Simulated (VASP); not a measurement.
## Rb: single point with PBE

The system is Rb.

```
Rb
1.0
     5.08819    0.00000    0.00000
    -2.54410    4.40651    0.00000
     0.00000    0.00000    8.44210
Rb
2
Direct
  0.33402 0.66670 0.25128
  0.66784 0.33039 0.75067
```

This isn't the form of Rb at room conditions, which is bcc.

| Item | Value |
| --- | --- |
| Program | VASP 6.6.1 |
| Task | single point |
| Functional | PBE |
| Potentials or basis | VASP PAW PBE potentials, release 64 (Rb_sv) |
| Cutoff | 500 eV |
| k mesh | 4 × 4 × 2 |
| Occupations | fermi-dirac, width 0.1 eV |
| Spin | no spin polarisation |
| Dipole correction | no |
| Further INCAR settings | ALGO = Normal; EDIFF = 1e-06; NBANDS = 16 |

- Pressure: -0.1 GPa
- Band gap on the k mesh: zero (bands 9 and 10 overlap by 1.71 eV)

Stress tensor (GPa, compression positive):
```
 0.04  0.00  0.00
 0.00  0.04  0.00
 0.00  0.00 -0.31
```

Levels at points of the mesh, in eV from the Fermi level:
```tsv
k point	band 7	band 8	band 9	band 10	band 11	band 12
(0.00, 0.00, 0.00)	-13.05	-13.05	-2.01	0.00	0.50	3.36
(0.50, 0.00, 0.00)	-13.07	-13.06	-0.03	0.23	1.21	1.47
(0.00, 0.50, 0.00)	-13.07	-13.06	-0.03	0.23	1.22	1.47
(0.50, 0.50, 0.00)	-13.07	-13.06	-0.04	0.23	1.21	1.47
(0.00, 0.00, 0.50)	-13.06	-13.06	-1.38	-1.38	2.14	2.15
(0.50, 0.00, 0.50)	-13.07	-13.07	0.33	0.33	0.79	0.79
(0.00, 0.50, 0.50)	-13.07	-13.07	0.33	0.33	0.80	0.80
(0.50, 0.50, 0.50)	-13.07	-13.07	0.33	0.33	0.79	0.79
```

Wall time 38 s on 1 thread of Intel(R) Xeon(R) Platinum 8259CL CPU @ 2.50GHz (Skylake/Cascade Lake), on a shared host, peak memory 0.3 GiB.

Caveat: the k points lie up to 0.37 Å⁻¹ apart, too coarse for converged energies and pressures of a metal.
